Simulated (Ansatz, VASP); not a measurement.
# Two plane-wave programs on P5N2

```
CELL_PARAMETERS angstrom
4.71145 0.00000 -0.33203
0.00000 2.59145 0.00000
-1.51584 0.00000 7.45920
ATOMIC_POSITIONS crystal
P 0.23799 0.00000 0.58966
P 0.76201 0.00000 0.41034
P 0.78056 0.00000 0.77185
P 0.21944 0.00000 0.22815
P 0.50000 0.00000 0.00000
N 0.15548 0.00000 0.79545
N 0.84452 0.00000 0.20455
```

Alike in both runs: functional PBE; k mesh 4 × 10 × 4; occupations gaussian, width 0.1 eV; no spin polarisation.

Ansatz relaxed the structure, and its values are those at the end. VASP's run is a single point on that final structure, the one shown.

|  | VASP | Ansatz |
| --- | --- | --- |
| version | VASP 6.6.1 | Ansatz 0.2.0 |
| potentials or method | VASP PAW PBE potentials, release 64 (P, N), cutoff 520 eV | scalar-relativistic, plane waves, PAW |
| valence electrons in the cell | 35 | 35 |

|  | VASP | Ansatz | Ansatz less VASP |
| --- | --- | --- | --- |
| gap on the k mesh at the Fermi level (eV) | none | none | - |
| pressure (GPa) | -0.3 | 0.2 | +0.49 |
| rms of the force components (eV/Å) | 0.038 | 0.006 | -0.0321 |

A gap of «none» marks a metal or a gap that the smearing closes.
